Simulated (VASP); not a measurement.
# Au (P6_3/mmc) in VASP: further runs

The runs below take Au through single point, with PBEsol.

Everything below comes from runs of VASP 6.6.1. Logs are shortened: lines on timing, memory, paths and dates and some standing lists are left out, and cuts for length are marked.

## 1. The cell of the first run

It takes space group P6_3/mmc (No. 194, hexagonal). Conventional cell: a = 2.938 Å, b = 2.938 Å, c = 4.944 Å, α = 90.00°, β = 90.00°, γ = 120.00°. Au (site symmetry -6m2) has 12 Au at 2.94 to 3.00 Å within 3.9 Å.

This isn't the form of Au at room conditions, which is fcc.

## 2. Single point, PBEsol

File INCAR:

```
PREC = Accurate
ENCUT = 520
EDIFF = 1E-6
ISMEAR = 1
SIGMA = 0.15
LREAL = F
LASPH = T
NELM = 80
ALGO = Normal
ISIF = 2
LWAVE = F
LCHARG = F
GGA = PS
NBANDS = 18
```

File KPOINTS:

```
regular mesh
0
Gamma
  11 11 6
```

File POSCAR:

```
Au
1.0
    2.9381622711      0.0000000000      0.0000000000
   -1.4690811355      2.5445235005      0.0000000000
    0.0000000000      0.0000000000      4.9442178906
Au
2
Direct
    0.3333333333      0.6666666667      0.7500000000
    0.6666666667      0.3333333333      0.2500000000
```

Potentials or basis: VASP PAW PBE potentials, release 64 (Au).

Command:

```sh
$ cat potpaw_PBE.64/Au/POTCAR > POTCAR
$ mpirun -np 1 vasp_std > vasp.out
```

OUTCAR:

```text
PREC = Accurate
   ENCUT = 520
   EDIFF = 1E-6
   ISMEAR = 1
   LREAL = F
   LASPH = T
   NELM = 80
   ISIF = 2
   GGA = PS

 ion  position               nearest neighbor table
   1  0.333  0.667  0.750-   2 3.00   2 3.00   2 3.00   2 3.00   2 3.00   2 3.00
   2  0.667  0.333  0.250-   1 3.00   1 3.00   1 3.00   1 3.00   1 3.00   1 3.00

  LATTYP: Found a hexagonal cell.
 ALAT       =     2.9381622711
 C/A-ratio  =     1.6827586207

  Lattice vectors:

 A1 = (   2.9381622711,   0.0000000000,   0.0000000000)
 A2 = (  -1.4690811355,   2.5445235005,   0.0000000000)
 A3 = (   0.0000000000,   0.0000000000,   4.9442178906)

Analysis of symmetry for initial positions (statically):
=====================================================================
 Subroutine PRICEL returns:
 Original cell was already a primitive cell.

 Routine SETGRP: Setting up the symmetry group for a
 hexagonal supercell.

 Subroutine GETGRP returns: Found 24 space group operations
 (whereof 12 operations were pure point group operations)
 out of a pool of 24 trial point group operations.

The static configuration has the point symmetry D_3d.
 The point group associated with its full space group is D_6h.

Analysis of symmetry for dynamics (positions and initial velocities):
=====================================================================
 Subroutine PRICEL returns:
 Original cell was already a primitive cell.

 Routine SETGRP: Setting up the symmetry group for a
 hexagonal supercell.

 Subroutine GETGRP returns: Found 24 space group operations
 (whereof 12 operations were pure point group operations)
 out of a pool of 24 trial point group operations.

The dynamic configuration has the point symmetry D_3d.
 The point group associated with its full space group is D_6h.

 Subroutine INISYM returns: Found 24 space group operations
 (whereof 12 operations are pure point group operations),
 and found     1 'primitive' translations

----------------------------------------------------------------------------------------

                                     Primitive cell

  volume of cell :      36.9641

  direct lattice vectors                    reciprocal lattice vectors
     2.938162271  0.000000000  0.000000000     0.340348799  0.196500445  0.000000000
    -1.469081135  2.544523500  0.000000000     0.000000000  0.393000890  0.000000000
     0.000000000  0.000000000  4.944217891     0.000000000  0.000000000  0.202256458

  length of vectors
     2.938162271  2.938162560  4.944217891     0.393000928  0.393000890  0.202256458

  position of ions in fractional coordinates (direct lattice)
     0.333333333  0.666666667  0.750000000
     0.666666667  0.333333333  0.250000000

  ion indices of the primitive-cell ions
   primitive index   ion index
                 1           1
                 2           2

----------------------------------------------------------------------------------------

 KPOINTS: regular mesh

Automatic generation of k-mesh.
 Grid dimensions read from file:
 generate k-points for:   11   11    6

 Generating k-lattice:

  Cartesian coordinates                     Fractional coordinates (reciprocal lattice)
     0.030940800  0.017863677  0.000000000     0.090909091 -0.000000000  0.000000000
     0.000000000  0.035727354  0.000000000     0.000000000  0.090909091  0.000000000
     0.000000000  0.000000000  0.033709410     0.000000000  0.000000000  0.166666667

  Length of vectors
     0.035727357  0.035727354  0.033709410

  Shift w.r.t. Gamma in fractional coordinates (k-lattice)
     0.000000000  0.000000000  0.000000000

 Subroutine IBZKPT returns following result:
 ===========================================

 Found     64 irreducible k-points:

 Following reciprocal coordinates:
            Coordinates               Weight
  0.000000  0.000000  0.000000      1.000000
  0.090909  0.000000  0.000000      6.000000
  0.181818  0.000000  0.000000      6.000000
  0.272727  0.000000  0.000000      6.000000
  0.363636  0.000000  0.000000      6.000000
  0.454545 -0.000000  0.000000      6.000000
[... 16 lines left out ...]
  0.090909  0.090909  0.166667     12.000000
  0.181818  0.090909  0.166667     24.000000
 [... further k-points ...]
   k-points           NKPTS =     64   k-points in BZ     NKDIM =     64   number of bands    NBANDS=     18
   number of dos      NEDOS =    301   number of ions     NIONS =      2
   total plane-waves  NPLWV =  23040
   dimension x,y,z NGX =    24 NGY =   24 NGZ =   40
   dimension x,y,z NGXF=    48 NGYF=   48 NGZF=   80
   ions per type =               2
   NGX,Y,Z   is equivalent  to a cutoff of  13.58, 13.58, 13.45 a.u.
   NGXF,Y,Z  is equivalent  to a cutoff of  27.16, 27.16, 26.90 a.u.
 SYSTEM =  unknown system
   PREC   = accura    normal or accurate (medium, high low for compatibility)
   ISTART =      0    job   : 0-new  1-cont  2-samecut
   ICHARG =      2    charge: 1-file 2-atom 10-const
   ISPIN  =      1    spin polarized calculation?
   LNONCOLLINEAR =      F non collinear calculations
   LSORBIT =      F    spin-orbit coupling
   LASPH  =      T    aspherical Exc in radial PAW
   ENCUT  =  520.0 eV  38.22 Ry    6.18 a.u.   5.46  5.46  9.19*2*pi/ulx,y,z
   NELM   =     80;   NELMIN=  2; NELMDL= -5     # of ELM steps
   EDIFF  = 0.1E-05   stopping-criterion for ELM
   LREAL  =      F    real-space projection
   EDIFFG = 0.1E-04   stopping-criterion for IOM
   NSW    =      0    number of steps for IOM
   IBRION =     -1    ionic relax: 0-MD 1-quasi-New 2-CG
   NFREE  =      0    steps in history (QN), initial steepest desc. (CG)
   ISIF   =      2    stress and relaxation
   ISYM   =      2    0-nonsym 1-usesym 2-fastsym
   POTIM  = 0.5000    time-step for ionic-motion
   TEBEG  =    0.0;   TEEND  =   0.0 temperature during run
   PSTRESS=    0.0 pullay stress
   NELECT =      22.0000    total number of electrons
   NUPDOWN=      -1.0000    fix difference up-down
   EMIN   =  10.00;   EMAX   =-10.00  energy-range for DOS
   EFERMI =   0.00;   METHOD = LEGACY
   ISMEAR =     1;   SIGMA  =   0.15  broadening in eV -4-tet -1-fermi 0-gaus
   EFERMI_NEDOS =   21; number of points for ismear=-14 and -15
   IALGO  =     38    algorithm
   IMIX   =      4    mixing-type and parameters
     AMIX     =   0.40;   BMIX     =  1.00
     AMIX_MAG =   1.60;   BMIX_MAG =  1.00
  volume/ion in A,a.u.               =      18.48       124.72
  Fermi-wavevector in a.u.,A,eV,Ry     =   1.377069  2.602284 25.800996  1.896320
  Thomas-Fermi vector in A             =   2.502256
   LORBIT       =      0    0 simple, 1 ext, 2 COOP (PROOUT), +10 PAW based schemes
   GGA     = PS    functional components
   LHFCALC =     F    Hartree Fock is set to
   AEXX    =    0.0000 exact exchange contribution
   IVDW    =     0    specifies the selected vdW correction
   LEPSILON=     F    determine dielectric tensor
   LRPA    =     F    only Hartree local field effects (RPA)
 non-spin polarized calculation
 Methfessel and Paxton  Order N= 1 SIGMA  =   0.15
  energy-cutoff  :      520.00
  volume of cell :       36.96
 maximum number of plane-waves:      1026
 NGX is ok and might be reduce to    24
   NGX = 11   NGY = 11   NGZ = 19

 number of electron      21.9999997 magnetization

 Free energy of the ion-electron system (eV)
  ---------------------------------------------------
  ext. energy  EPLUGINS =         0.00000000
  ---------------------------------------------------
  free energy    TOTEN  =        -7.72358420 eV

  energy without entropy =       -7.71997365  energy(sigma->0) =       -7.72238068

 E-fermi :   7.9324     XC(G=0): -12.4078

 val. band max:        7.9017080983   @ k =   0.1818   0.1818   0.3333
 cond. band min:       7.9471693352   @ k =   0.2727   0.0909   0.3333
 fundamental gap:      0.0454612370
 Fermi energy:         7.9324259865

 k-point     1 :       0.0000    0.0000    0.0000
  band No.  band energies     occupation
      1      -1.1085      2.00000
      2       1.2664      2.00000
      3       3.5493      2.00000
      4       3.8139      2.00000
      5       3.8139      2.00000
      6       4.0817      2.00000
[... 10 lines left out ...]
     17      25.6558      0.00000
     18      25.6558      0.00000

 k-point     2 :       0.0909    0.0000    0.0000
  band No.  band energies     occupation
      1      -0.8650      2.00000
      2       1.4638      2.00000
      3       3.4755      2.00000
      4       3.8705      2.00000
      5       3.9689      2.00000
      6       4.0105      2.00000
[... 10 lines left out ...]
     17      24.4579      0.00000
     18      25.4969      0.00000

 k-point     3 :       0.1818    0.0000    0.0000
  band No.  band energies     occupation
      1      -0.1784      2.00000
      2       1.9329      2.00000
      3       3.3082      2.00000
      4       3.7605      2.00000
      5       3.8542      2.00000
      6       4.2331      2.00000
[... 10 lines left out ...]
     17      24.3435      0.00000
     18      24.8453      0.00000

 k-point     4 :       0.2727    0.0000    0.0000
  band No.  band energies     occupation
      1       0.7653      2.00000
      2       2.1595      2.00000
      3       3.1153      2.00000
      4       3.4726      2.00000
      5       3.6665      2.00000
      6       4.1617      2.00000
[... 375 lines left out ...]
      4       3.2758      2.00000
      5       3.9735      2.00000
      6       4.2987      2.00000
[... 10 lines left out ...]
     17      19.8874      0.00000
     18      23.0545      0.00000

 k-point    23 :       0.0909    0.0909    0.1667
  band No.  band energies     occupation
      1      -0.1972      2.00000
      2       1.8216      2.00000
      3       3.3472      2.00000
      4       3.6509      2.00000
      5       3.7610      2.00000
      6       4.1463      2.00000
[... 10 lines left out ...]
     17      24.2293      0.00000
     18      25.1599      0.00000

 k-point    24 :       0.1818    0.0909    0.1667
  band No.  band energies     occupation
      1       0.6138      2.00000
      2       2.3167      2.00000
      3       3.1564      2.00000
      4       3.2483      2.00000
      5       3.6354      2.00000
      6       4.0343      2.00000
[... 10 lines left out ...]
     17      23.6749      0.00000
     18      24.7892      0.00000

 [... further k-points ...]

------------------------ aborting loop because EDIFF is reached ----------------------------------------

  FORCE on cell =-STRESS in cart. coord.  units (eV):
  Direction    XX          YY          ZZ          XY          YZ          ZX
  --------------------------------------------------------------------------------------
  -------------------------------------------------------------------------------------
  Total       -2.6113029     -2.6113035     -2.5999444     -0.0000000      0.0000000      0.0000000
  in kB     -113.1847667   -113.1847964   -112.6924435     -0.0000000      0.0000000      0.0000000
  external PRESSURE =    -113.0206689 kB  Pullay stress =       0.0000000 kB

 VOLUME and BASIS-vectors are now :
 -----------------------------------------------------------------------------
  energy-cutoff  :      520.00
  volume of cell :       36.96
      direct lattice vectors                 reciprocal lattice vectors
     2.938162271  0.000000000  0.000000000     0.340348799  0.196500445  0.000000000
    -1.469081135  2.544523500  0.000000000     0.000000000  0.393000890  0.000000000
     0.000000000  0.000000000  4.944217891     0.000000000  0.000000000  0.202256458

 POSITION                                       TOTAL-FORCE (eV/Angst)
 -----------------------------------------------------------------------------------
     -0.00000      1.69635      3.70816        -0.000000      0.000000      0.000000
      1.46908      0.84817      1.23605         0.000000     -0.000000      0.000000
 -----------------------------------------------------------------------------------
    total drift:                               -0.000000      0.000000     -0.000000

  FREE ENERGIE OF THE ION-ELECTRON SYSTEM (eV)
  ---------------------------------------------------
  free  energy   TOTEN  =        -7.7235842027 eV

  energy  without entropy=       -7.7199736483  energy(sigma->0) =       -7.72238068
```

Run time: 45 s. Hardware: 1 thread of Intel Xeon 8259CL, shared host; peak memory 0.18 GiB.

What came out:

| Item | Value |
| --- | --- |
| Free energy | -7.7236 eV |
| Pressure | -11.3 GPa |
| Band gap on the k mesh | zero (bands 11 and 12 overlap by 5.96 eV) |

Levels at points of the mesh, in eV from the Fermi level:
| k point | band 9 | band 10 | band 11 | band 12 | band 13 | band 14 |
| --- | --- | --- | --- | --- | --- | --- |
| (0.00, 0.00, 0.00) | -3.23 | -2.04 | -2.04 | -0.80 | 2.30 | 14.64 |
| (0.00, 0.00, 0.50) | -2.45 | -2.45 | -2.45 | -2.45 | 10.06 | 10.06 |

Caveat: the cell stands under tension; the PAW data sets were made with another functional, which shifts forces and pressure a little; spin-orbit coupling is left out, which moves the levels of the heavy elements.

## 3. Single point, PBEsol

This run uses another cell than the first one, of 19.02 Å³/atom.

File INCAR:

```
PREC = Accurate
ENCUT = 520
EDIFF = 1E-6
ISMEAR = 1
SIGMA = 0.15
LREAL = False
LASPH = True
NELM = 80
ALGO = Normal
ISIF = 2
LWAVE = False
LCHARG = False
GGA = PS
NBANDS = 18
```

KPOINTS is that of step 2.

File POSCAR:

```
Au
1.0
    2.9661464531      0.0000000000      0.0000000000
   -1.4830732266      2.5687585163      0.0000000000
    0.0000000000      0.0000000000      4.9913085142
Au
2
Direct
    0.3333333333      0.6666666667      0.7500000000
    0.6666666667      0.3333333333      0.2500000000
```

Potentials or basis: VASP PAW PBE potentials, release 64 (Au).

Command:

```sh
$ cat potpaw_PBE.64/Au/POTCAR > POTCAR
$ mpirun -np 1 vasp_std > vasp.out
```

Wall time 40 s (1 thread of Intel Xeon 8259CL, shared host); peak memory 0.18 GiB.

Results (log left out):

| Quantity | Value |
| --- | --- |
| Free energy | -7.6399 eV |
| Pressure | -14.0 GPa |
| Band gap on the k mesh | zero (bands 11 and 12 overlap by 5.81 eV) |

Stress tensor (GPa, compression positive):
```
-14.12   0.00   0.00
  0.00 -14.12   0.00
  0.00   0.00 -13.70
```

Levels at points of the mesh, in eV from the Fermi level:
```tsv
k point	band 8	band 9	band 10	band 11	band 12	band 13	band 14	band 15
(0.00, 0.00, 0.00)	-3.14	-3.14	-2.01	-2.01	-0.66	2.19	14.63	15.57
(0.00, 0.00, 0.50)	-4.02	-2.40	-2.40	-2.40	-2.40	9.88	9.88	14.88
```

Caveat: the cell stands under tension; the PAW data sets were made with another functional, which shifts forces and pressure a little; spin-orbit coupling is left out, which moves the levels of the heavy elements.
